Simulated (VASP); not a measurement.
# KSi32 (a cell with a defect) (K interstitial hop between voids) in VASP: single point with PBE

Aim: the single point of KSi32 (a cell with a defect) (K interstitial hop between voids) with PBE.

Program: VASP 6.6.1. These are calculated values, not measurements. Logs are shortened: lines on timing, memory, paths and dates and some standing lists are left out, and cuts for length are marked.

## Step 1: The cell of the first run

The cell holds a defect, 33 atoms: a = 9.474 Å, b = 9.474 Å, c = 9.474 Å, α = 109.47°, β = 109.47°, γ = 109.47°.

## Step 2: Single point, PBE

INCAR

```
SYSTEM = KSi32
ALGO = Normal ; EDIFF = 1E-6
ENCUT = 400 ; GGA = PE
GGA_COMPAT = .False. ; ISIF = 2
ISMEAR = -1 ; LASPH = .True.
LCHARG = .False. ; LREAL = Auto
LWAVE = .False. ; NBANDS = 90
NELECT = 136.0 ; NELM = 120
PREC = Accurate ; SIGMA = 0.01
```

KPOINTS

```
Automatic mesh
0
Gamma
  2 2 2
  0.5 0.5 0.5
```

POSCAR

```
KSi32
1.0
   -5.4697269700      5.4697269700      5.4697269700
    5.4697269700     -5.4697269700      5.4697269700
    5.4697269700      5.4697269700     -5.4697269700
Si K
32 1
Direct
   -0.0011714700     -0.0005461000      0.2471620600
   -0.0020837200      0.2444815200     -0.0015503800
   -0.0018600100      0.4979624200      0.7449360900
   -0.0009296600      0.7467759400      0.4998968200
    0.2453813200     -0.0002129100     -0.0195638900
    0.2517597300      0.2522848900      0.7527313300
    0.2452959200      0.4800125800      0.4998727900
    0.2289991300      0.7172716100      0.2177950800
    0.5112506300     -0.0006239700      0.7820280100
    0.5110645900      0.2818929000      0.4998810800
    0.4997647800      0.5010368300      0.2464843100
    0.4992447000      0.7459305200      0.0013063900
    0.7473424900     -0.0003653400      0.4998617200
    0.7532642800      0.2531089200      0.2549311400
    0.7649009100      0.5193846100      0.0194724400
    0.7534583600      0.7545631600      0.7534940600
    0.0016767800     -0.0004907900      0.4999844100
   -0.0040321700      0.2445299000      0.2464693000
   -0.0158778900      0.4799620100     -0.0196085800
   -0.0037979800      0.7460165600      0.7449710000
    0.2375736200     -0.0006292900      0.2175706100
    0.2492798300      0.2532927600     -0.0014360300
    0.2492881300      0.4979235600      0.7532594700
    0.2380231400      0.7173815500      0.4998426400
    0.5037190000     -0.0003867600      0.0194915200
    0.5201150100      0.2818545100      0.7823467800
    0.5038652800      0.5192853900      0.5000401800
    0.4973482500      0.7467632100      0.2472209300
    0.7501036400     -0.0005788900      0.7525496500
    0.7498581000      0.2523449300      0.4998741600
    0.7510002700      0.5010307400      0.2548460500
    0.7505614900      0.7546797300      0.0012849600
    0.3746495300     -0.0000890100      0.5000152200
```

Potentials or basis: VASP PAW PBE potentials, release 64 (Si, K_sv).

Run with:

```bash
$ cat potpaw_PBE.64/Si/POTCAR potpaw_PBE.64/K_sv/POTCAR > POTCAR
$ mpirun -np 1 vasp_std > vasp.out
```

OUTCAR:

```text
SYSTEM = KSi32
   EDIFF = 1E-6
   ENCUT = 400
   GGA = PE
   ISIF = 2
   ISMEAR = -1
   LASPH = .True.
   LREAL = Auto
   NELECT = 136.0
   NELM = 120
   PREC = Accurate

 ion  position               nearest neighbor table
   1  0.999  0.999  0.247-  18 2.33  32 2.33  21 2.37  17 2.39
   2  0.998  0.244  0.998-  29 2.33  19 2.34  22 2.35  18 2.36
   3  0.998  0.498  0.745-  30 2.33  19 2.34  23 2.35  20 2.36
   4  0.999  0.747  0.500-  20 2.33  31 2.33  24 2.37  17 2.39
   5  0.245  1.000  0.980-  21 2.27  20 2.34  22 2.34  25 2.35
   6  0.252  0.252  0.753-  23 2.33  22 2.33  26 2.37  17 2.39
   7  0.245  0.480  0.500-  24 2.27  18 2.34  23 2.34  27 2.35
   8  0.229  0.717  0.218-  19 2.27  28 2.37  33 2.55  24 2.64  21 2.65
   9  0.511  0.999  0.782-  25 2.27  29 2.37  33 2.55  24 2.65  26 2.65
  10  0.511  0.282  0.500-  27 2.27  30 2.37  33 2.55  21 2.65  26 2.65
  11  0.500  0.501  0.246-  28 2.33  27 2.34  31 2.35  22 2.36
  12  0.499  0.746  0.001-  28 2.33  25 2.34  32 2.35  23 2.36
  13  0.747  1.000  0.500-  28 2.39  29 2.39  30 2.39  17 2.41
  14  0.753  0.253  0.255-  30 2.33  25 2.34  18 2.35  31 2.36
  15  0.765  0.519  0.019-  26 2.27  31 2.34  32 2.34  19 2.35
  16  0.753  0.755  0.753-  29 2.33  27 2.34  20 2.35  32 2.36
  17  0.002  1.000  0.500-   4 2.39   1 2.39   6 2.39  13 2.41
  18  0.996  0.245  0.246-   1 2.33   7 2.34  14 2.35   2 2.36
  19  0.984  0.480  0.980-   8 2.27   2 2.34   3 2.34  15 2.35
  20  0.996  0.746  0.745-   4 2.33   5 2.34  16 2.35   3 2.36
  21  0.238  0.999  0.218-   5 2.27   1 2.37  33 2.55   8 2.65  10 2.65
  22  0.249  0.253  0.999-   6 2.33   5 2.34   2 2.35  11 2.36
  23  0.249  0.498  0.753-   6 2.33   7 2.34   3 2.35  12 2.36
  24  0.238  0.717  0.500-   7 2.27   4 2.37  33 2.55   8 2.64   9 2.65
  25  0.504  1.000  0.019-   9 2.27  12 2.34  14 2.34   5 2.35
  26  0.520  0.282  0.782-  15 2.27   6 2.37  33 2.55   9 2.65  10 2.65
  27  0.504  0.519  0.500-  10 2.27  11 2.34  16 2.34   7 2.35
  28  0.497  0.747  0.247-  12 2.33  11 2.33   8 2.37  13 2.39
  29  0.750  0.999  0.753-   2 2.33  16 2.33   9 2.37  13 2.39
  30  0.750  0.252  0.500-   3 2.33  14 2.33  10 2.37  13 2.39
  31  0.751  0.501  0.255-   4 2.33  15 2.34  11 2.35  14 2.36
  32  0.751  0.755  0.001-   1 2.33  15 2.34  12 2.35  16 2.36
  33  0.375  1.000  0.500-  10 2.55  26 2.55  21 2.55   9 2.55  24 2.55   8 2.55

  LATTYP: Found a body centered cubic cell.
 ALAT       =    10.9394539400

  Lattice vectors:

 A1 = (  -5.4697269700,   5.4697269700,   5.4697269700)
 A2 = (   5.4697269700,  -5.4697269700,   5.4697269700)
 A3 = (   5.4697269700,   5.4697269700,  -5.4697269700)

Analysis of symmetry for initial positions (statically):
=====================================================================
 Subroutine PRICEL returns:
 Original cell was already a primitive cell.

 Routine SETGRP: Setting up the symmetry group for a
 body centered cubic supercell.

 Subroutine GETGRP returns: Found  1 space group operations
 (whereof  1 operations were pure point group operations)
 out of a pool of 48 trial point group operations.

The static configuration has the point symmetry C_1 .

Analysis of symmetry for dynamics (positions and initial velocities):
=====================================================================
 Subroutine PRICEL returns:
 Original cell was already a primitive cell.

 Routine SETGRP: Setting up the symmetry group for a
 body centered cubic supercell.

 Subroutine GETGRP returns: Found  1 space group operations
 (whereof  1 operations were pure point group operations)
 out of a pool of 48 trial point group operations.

The dynamic configuration has the point symmetry C_1 .

 Subroutine INISYM returns: Found  1 space group operations
 (whereof  1 operations are pure point group operations),
 and found     1 'primitive' translations

----------------------------------------------------------------------------------------

                                     Primitive cell

  volume of cell :     654.5713

  direct lattice vectors                    reciprocal lattice vectors
    -5.469726970  5.469726970  5.469726970     0.000000000  0.091412241  0.091412241
     5.469726970 -5.469726970  5.469726970     0.091412241  0.000000000  0.091412241
     5.469726970  5.469726970 -5.469726970     0.091412241  0.091412241  0.000000000

  length of vectors
     9.473845016  9.473845016  9.473845016     0.129276431  0.129276431  0.129276431

  position of ions in fractional coordinates (direct lattice)
     0.998828530  0.999453900  0.247162060
     0.997916280  0.244481520  0.998449620
     0.998139990  0.497962420  0.744936090
     0.999070340  0.746775940  0.499896820
     0.245381320  0.999787090  0.980436110
     0.251759730  0.252284890  0.752731330
[... 25 lines left out ...]
     0.750561490  0.754679730  0.001284960
     0.374649530  0.999910990  0.500015220

  ion indices of the primitive-cell ions
   primitive index   ion index
                 1           1
                 2           2
                 3           3
                 4           4
                 5           5
                 6           6
[... 25 lines left out ...]
                32          32
                33          33

----------------------------------------------------------------------------------------

 KPOINTS: Automatic mesh

Automatic generation of k-mesh.
 Grid dimensions read from file:
 generate k-points for:    2    2    2

 Generating k-lattice:

  Cartesian coordinates                     Fractional coordinates (reciprocal lattice)
     0.000000000  0.045706121  0.045706121     0.500000000  0.000000000  0.000000000
     0.045706121  0.000000000  0.045706121     0.000000000  0.500000000  0.000000000
     0.045706121  0.045706121  0.000000000     0.000000000  0.000000000  0.500000000

  Length of vectors
     0.064638215  0.064638215  0.064638215

  Shift w.r.t. Gamma in fractional coordinates (k-lattice)
     0.500000000  0.500000000  0.500000000

 Subroutine IBZKPT returns following result:
 ===========================================

 Found      4 irreducible k-points:

 Following reciprocal coordinates:
            Coordinates               Weight
  0.250000  0.250000  0.250000      2.000000
 -0.250000  0.250000  0.250000      2.000000
  0.250000 -0.250000  0.250000      2.000000
  0.250000  0.250000 -0.250000      2.000000
   k-points           NKPTS =      4   k-points in BZ     NKDIM =      4   number of bands    NBANDS=     90
   number of dos      NEDOS =    301   number of ions     NIONS =     33
   total plane-waves  NPLWV = 262144
   dimension x,y,z NGX =    64 NGY =   64 NGZ =   64
   dimension x,y,z NGXF=   128 NGYF=  128 NGZF=  128
   ions per type =              32   1
   NGX,Y,Z   is equivalent  to a cutoff of  11.23, 11.23, 11.23 a.u.
   NGXF,Y,Z  is equivalent  to a cutoff of  22.46, 22.46, 22.46 a.u.
 SYSTEM =  KSi32
   PREC   = accura    normal or accurate (medium, high low for compatibility)
   ISTART =      0    job   : 0-new  1-cont  2-samecut
   ICHARG =      2    charge: 1-file 2-atom 10-const
   ISPIN  =      1    spin polarized calculation?
   LNONCOLLINEAR =      F non collinear calculations
   LSORBIT =      F    spin-orbit coupling
   LASPH  =      T    aspherical Exc in radial PAW
   ENCUT  =  400.0 eV  29.40 Ry    5.42 a.u.  15.45 15.45 15.45*2*pi/ulx,y,z
   NELM   =    120;   NELMIN=  2; NELMDL= -5     # of ELM steps
   EDIFF  = 0.1E-05   stopping-criterion for ELM
   LREAL  =      T    real-space projection
   EDIFFG = 0.1E-04   stopping-criterion for IOM
   NSW    =      0    number of steps for IOM
   IBRION =     -1    ionic relax: 0-MD 1-quasi-New 2-CG
   NFREE  =      0    steps in history (QN), initial steepest desc. (CG)
   ISIF   =      2    stress and relaxation
   ISYM   =      2    0-nonsym 1-usesym 2-fastsym
   POTIM  = 0.5000    time-step for ionic-motion
   TEBEG  =    0.0;   TEEND  =   0.0 temperature during run
   PSTRESS=    0.0 pullay stress
   NELECT =     136.0000    total number of electrons
   NUPDOWN=      -1.0000    fix difference up-down
   EMIN   =  10.00;   EMAX   =-10.00  energy-range for DOS
   EFERMI =   0.00;   METHOD = LEGACY
   ISMEAR =    -1;   SIGMA  =   0.01  broadening in eV -4-tet -1-fermi 0-gaus
   EFERMI_NEDOS =   21; number of points for ismear=-14 and -15
   IALGO  =     38    algorithm
   IMIX   =      4    mixing-type and parameters
     AMIX     =   0.40;   BMIX     =  1.00
     AMIX_MAG =   1.60;   BMIX_MAG =  1.00
  volume/ion in A,a.u.               =      19.84       133.86
  Fermi-wavevector in a.u.,A,eV,Ry     =   0.969621  1.832319 12.791728  0.940165
  Thomas-Fermi vector in A             =   2.099689
   LORBIT       =      0    0 simple, 1 ext, 2 COOP (PROOUT), +10 PAW based schemes
   GGA     = PE    functional components
   LHFCALC =     F    Hartree Fock is set to
   AEXX    =    0.0000 exact exchange contribution
   IVDW    =     0    specifies the selected vdW correction
   LEPSILON=     F    determine dielectric tensor
   LRPA    =     F    only Hartree local field effects (RPA)
 non-spin polarized calculation
  energy-cutoff  :      400.00
  volume of cell :      654.57
 maximum number of plane-waves:     11882
 NGX is ok and might be reduce to    64
   NGX = 31   NGY = 31   NGZ = 31

 number of electron     136.0000004 magnetization

 Free energy of the ion-electron system (eV)
  ---------------------------------------------------
  ext. energy  EPLUGINS =         0.00000000
  ---------------------------------------------------
  free energy    TOTEN  =      -175.00125993 eV

  energy without entropy =     -175.00125993  energy(sigma->0) =     -175.00125993

 E-fermi :   5.4959     XC(G=0):  -9.4411

 val. band max:        5.2468583414   @ k =   0.2500   0.2500   0.2500
 cond. band min:       6.3944990330   @ k =   0.2500   0.2500  -0.2500
 fundamental gap:      1.1476406916
 Fermi energy:         5.4959441677

 k-point     1 :       0.2500    0.2500    0.2500
  band No.  band energies     occupation
      1     -24.3219      2.00000
      2      -8.7123      2.00000
      3      -8.7110      2.00000
      4      -7.9194      2.00000
      5      -5.3108      2.00000
      6      -5.2985      2.00000
[... 72 lines left out ...]
     79       7.3223      0.00000
     80       7.4729      0.00000

 k-point     2 :      -0.2500    0.2500    0.2500
  band No.  band energies     occupation
      1     -24.3219      2.00000
      2      -8.7120      2.00000
      3      -8.7108      2.00000
      4      -7.9191      2.00000
      5      -5.7773      2.00000
      6      -4.8524      2.00000
[... 72 lines left out ...]
     79       8.1320      0.00000
     80       8.1842      0.00000

 k-point     3 :       0.2500   -0.2500    0.2500
  band No.  band energies     occupation
      1     -24.3219      2.00000
      2      -8.7120      2.00000
      3      -8.7108      2.00000
      4      -7.9191      2.00000
      5      -5.7773      2.00000
      6      -4.8522      2.00000
[... 72 lines left out ...]
     79       8.1320      0.00000
     80       8.1840      0.00000

 k-point     4 :       0.2500    0.2500   -0.2500
  band No.  band energies     occupation
      1     -24.3219      2.00000
      2      -8.7122      2.00000
      3      -8.7106      2.00000
      4      -7.9191      2.00000
      5      -5.7773      2.00000
      6      -4.8526      2.00000
[... 72 lines left out ...]
     79       8.1320      0.00000
     80       8.1843      0.00000
 [bands above 80 left out]

------------------------ aborting loop because EDIFF is reached ----------------------------------------

  FORCE on cell =-STRESS in cart. coord.  units (eV):
  Direction    XX          YY          ZZ          XY          YZ          ZX
  --------------------------------------------------------------------------------------
  -------------------------------------------------------------------------------------
  Total        7.3557942      7.3608974      7.3718503      7.0056354     -7.0388611      7.0490869
  in kB       18.0045892     18.0170801     18.0438893     17.1475144    -17.2288402     17.2538696
  external PRESSURE =      18.0218529 kB  Pullay stress =       0.0000000 kB

 VOLUME and BASIS-vectors are now :
 -----------------------------------------------------------------------------
  energy-cutoff  :      400.00
  volume of cell :      654.57
      direct lattice vectors                 reciprocal lattice vectors
    -5.469726970  5.469726970  5.469726970     0.000000000  0.091412241  0.091412241
     5.469726970 -5.469726970  5.469726970     0.091412241  0.000000000  0.091412241
     5.469726970  5.469726970 -5.469726970     0.091412241  0.091412241  0.000000000

 POSITION                                       TOTAL-FORCE (eV/Angst)
 -----------------------------------------------------------------------------------
      1.35533      1.34849      9.57815        -0.000338      0.026029     -0.001591
      1.34016      9.58233      1.33433        -0.010911      0.015500      0.007612
      1.33876      6.81043      4.10867        -0.009442     -0.000881      0.012675
      1.35432      4.11428      6.81500        -0.001906      0.001712      0.027060
      9.48911      1.23632      1.44801        -0.048849     -0.036613      0.045454
      4.12011      4.11436     -1.36025        -0.023610     -0.001991     -0.003741
[... 25 lines left out ...]
      0.02955     -0.01550      8.22623         0.003393     -0.005113     -0.000066
      6.15496     -0.68506      4.78352        -0.019492      0.006584     -0.028316
 -----------------------------------------------------------------------------------
    total drift:                               -0.000115      0.000693     -0.000520

  FREE ENERGIE OF THE ION-ELECTRON SYSTEM (eV)
  ---------------------------------------------------
  free  energy   TOTEN  =      -175.0012599319 eV

  energy  without entropy=     -175.0012599319  energy(sigma->0) =     -175.00125993
```

Wall time 6.4 min (1 thread of Intel Xeon Platinum 8488C (Sapphire Rapids), shared host); peak memory 0.57 GiB.

Results:

```yaml
Free_energy: -175.0013 eV
Largest_force: 0.087 eV/Å
```

Forces on the atoms (eV/Å):
```
Si   0.000  0.026 -0.002
Si  -0.011  0.015  0.008
Si  -0.009 -0.001  0.013
Si  -0.002  0.002  0.027
Si  -0.049 -0.037  0.045
Si  -0.024 -0.002 -0.004
Si  -0.053  0.056 -0.030
Si  -0.050 -0.022 -0.018
Si   0.030  0.056 -0.026
Si   0.024 -0.023  0.054
Si  -0.013 -0.001  0.009
Si  -0.015  0.011  0.010
Si  -0.018  0.020  0.017
Si   0.000  0.006  0.008
Si   0.037  0.053  0.047
Si   0.002  0.009  0.006
Si   0.018 -0.020 -0.015
Si   0.003 -0.017 -0.012
Si  -0.031 -0.052 -0.046
Si   0.008 -0.012 -0.016
Si  -0.028 -0.056  0.032
Si   0.005 -0.004 -0.001
Si   0.016  0.000 -0.012
Si  -0.012  0.014 -0.052
Si   0.047  0.035 -0.045
Si   0.052  0.025  0.028
Si   0.052 -0.056  0.040
Si   0.028 -0.002 -0.001
Si   0.001 -0.028 -0.001
Si  -0.004  0.004 -0.021
Si   0.012 -0.004 -0.015
Si   0.003 -0.005  0.000
K   -0.019  0.007 -0.028
```

Levels at points of the mesh, in eV from the Fermi level:
```tsv
k point	band 64	band 65	band 66	band 67	band 68	band 69	band 70	band 71	band 72	band 73
(0.25, 0.25, 0.25)	-0.52	-0.44	-0.39	-0.25	-0.25	1.33	1.34	1.57	1.72	1.73
```

Caveat: the cell carries a net charge on a neutralising background, which shifts energy and pressure; the cell is charged against a uniform background, so pressure and absolute levels hang on convention.
